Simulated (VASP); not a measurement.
Wanted: the native input for a VASP 6.6.1 run.

```
Task                   : single point
Functional             : LDA
Potentials or basis    : VASP PAW LDA potentials, release 64 (Sr_sv)
Cutoff                 : 520 eV
k mesh                 : 11 × 11 × 11
Occupations            : fermi-dirac, width 0.1 eV
Spin                   : no spin polarisation
Dipole correction      : no
Further INCAR settings : ALGO = Normal; EDIFF = 1e-06; NBANDS = 11
```

The structure of Sr lies in POSCAR:

```
Sr
1.0
   -2.2558561818      2.2558561818      2.2558561818
    2.2558561818     -2.2558561818      2.2558561818
    2.2558561818      2.2558561818     -2.2558561818
Sr
1
Direct
    0.0000000000      0.0000000000      0.0000000000
```

This cell differs from its parent crystal: volume scaled by 0.96.

These files were run (other wordings do the same):

INCAR

```
SYSTEM = Sr
PREC     = Accurate       ! precision mode
ENCUT    = 520            ! plane-wave cutoff, eV
EDIFF    = 1E-6           ! SCF threshold, eV
ISMEAR   = -1             ! smearing method
SIGMA    = 0.1            ! smearing width, eV
LREAL    = .FALSE.        ! projectors in reciprocal space
LASPH    = .TRUE.         ! aspherical terms in the spheres
NELM     = 60             ! most SCF steps
ALGO     = Normal         ! electronic algorithm
ISIF     = 2              ! what is computed and relaxed
LWAVE    = .FALSE.        ! write WAVECAR
LCHARG   = .TRUE.         ! write CHGCAR
LELF     = .TRUE.         ! ELF
LVHAR    = .TRUE.       
NBANDS   = 11             ! bands
```

KPOINTS

```
Automatic mesh
0
G
  11 11 11
  0 0 0
```

Potentials or basis: VASP PAW LDA potentials, release 64 (Sr_sv).

Command:

```sh
$ cat potpaw_LDA.64/Sr_sv/POTCAR > POTCAR
$ mpirun -np 1 vasp_std > vasp.out
```

Results of the run:

* Pressure: 0.6 GPa
* Band gap on the k mesh: zero (band 5 reaches 2.42 eV, above the bottom of band 6 at 1.71 eV)

Run time: 47 s on 1 thread of AMD EPYC 7R13, with other jobs on the host, peak memory 0.13 GiB.
